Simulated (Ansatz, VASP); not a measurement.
# BN in VASP and in Ansatz

```xyz
4
Lattice="2.5226 0.0000 0.0000 -1.2613 2.1846 0.0000 0.0000 0.0000 7.0785" Properties=species:S:1:pos:R:3 pbc="T T T"
B     0.0000    1.4564    1.7696
B     1.2613    0.7282    5.3089
N     0.0000    1.4564    5.3089
N     1.2613    0.7282    1.7696
```

Alike in both runs: task single point; functional LDA; k mesh 12 × 12 × 4; occupations gaussian, width 0.05 eV; no spin polarisation.

|  | VASP | Ansatz |
| --- | --- | --- |
| version | VASP 6.6.1 | Ansatz 0.2.0 |
| potentials or method | VASP PAW LDA potentials, release 64 (B, N), cutoff 520 eV | scalar-relativistic, plane waves, PAW |
| valence electrons in the cell | 16 | 16 |

Ansatz gave:

```
gap on the k mesh at the Fermi level (eV)                     : 4.15
least direct gap on the mesh (eV)                             : 4.47
pressure (GPa)                                                : -9.5
traceless stress, the component that is largest in VASP (GPa) : 8.17
```

Question: Estimate VASP's values.

Answer: gap on the k mesh at the Fermi level (eV): 4.14; least direct gap on the mesh (eV): 4.46; pressure (GPa): -9.0; traceless stress, the component that is largest in VASP (GPa): 7.47.

Ansatz warns that its potentials were made for another functional, while VASP's fit it. LDA's correlation is that of Perdew and Zunger in VASP and of Perdew and Wang (1992) in Ansatz.
